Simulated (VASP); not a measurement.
Wanted: the native input for a VASP 6.6.1 run.

```
Task                   : single point
Functional             : PBE
Potentials or basis    : VASP PAW PBE potentials, release 64 (Ba_sv, Ti_sv, O)
Cutoff                 : 520 eV
k mesh                 : 6 × 6 × 6
Occupations            : gaussian, width 0.05 eV
Spin                   : no spin polarisation
Hubbard terms          : Ti d U = 4.0 eV
Dipole correction      : no
Further INCAR settings : ALGO = Normal; EDIFF = 1e-06; NBANDS = 28
```

The structure of BaTiO3 lies in POSCAR:

```
BaTiO3
1.0
    4.0082194129      0.0000000000      0.0000000000
    0.0000000000      2.8732814832      2.8859184405
    0.0000000000     -2.8732814832      2.8859184405
Ba Ti O
1 1 3
Direct
    0.0000000000      0.0080771898      0.0080771898
    0.5000000000      0.5197092923      0.5197092923
    0.0000000000      0.5306092169      0.5306092169
    0.5000000000      0.4938075436      0.9829991481
    0.5000000000      0.9829991481      0.4938075436
```

This cell differs from its parent crystal: atom 3 (O) moved by (+0.000, +0.225) A along y and z.

The input as run:

INCAR

```
PREC     = Accurate       # precision mode
ENCUT    = 520            # plane-wave cutoff, eV
EDIFF    = 1E-6           # SCF threshold, eV
ISMEAR   = 0              # smearing method
SIGMA    = 0.05           # smearing width, eV
LREAL    = F              # projectors in reciprocal space
LASPH    = T              # aspherical terms in the spheres
NELM     = 150            # most SCF steps
ALGO     = Normal         # electronic algorithm
ISIF     = 2              # what is computed and relaxed
LWAVE    = F              # write WAVECAR
LCHARG   = F              # write CHGCAR
LMAXMIX  = 4              # l up to which the mixer works
LDAU     = T              # DFT+U
LDAUTYPE = 2            
LDAUL    = -1 2 -1        # shell
LDAUU    = 0 4 0          # U, eV
LDAUJ    = 0 0 0        
LDAUPRINT= 1            
GGA      = PE             # functional
NBANDS   = 28             # bands
```

KPOINTS

```
Automatic mesh
0
Gamma
  6 6 6
```

Potentials or basis: VASP PAW PBE potentials, release 64 (Ba_sv, Ti_sv, O).

The run is started by

```sh
$ cat potpaw_PBE.64/Ba_sv/POTCAR potpaw_PBE.64/Ti_sv/POTCAR potpaw_PBE.64/O/POTCAR > POTCAR
$ mpirun -np 1 vasp_std > vasp.out
```

It gave:

* Pressure: 4.0 GPa
* Largest force: 1.153 eV/Å
* Band gap on the k mesh: 2.29 eV, indirect (least direct gap 2.54 eV)

Caveat: the cell differs from its parent crystal (atom 3 (O) moved by (+0.000, +0.225) A along y and z); spin-orbit coupling is left out, which moves the levels of the heavy elements; forces of over 1 eV/Å act on the atoms, so gaps and moduli don't describe the material at rest.

Wall time 3.4 min on 1 thread of AMD EPYC 7R13, with other jobs on the host, peak memory 0.21 GiB.
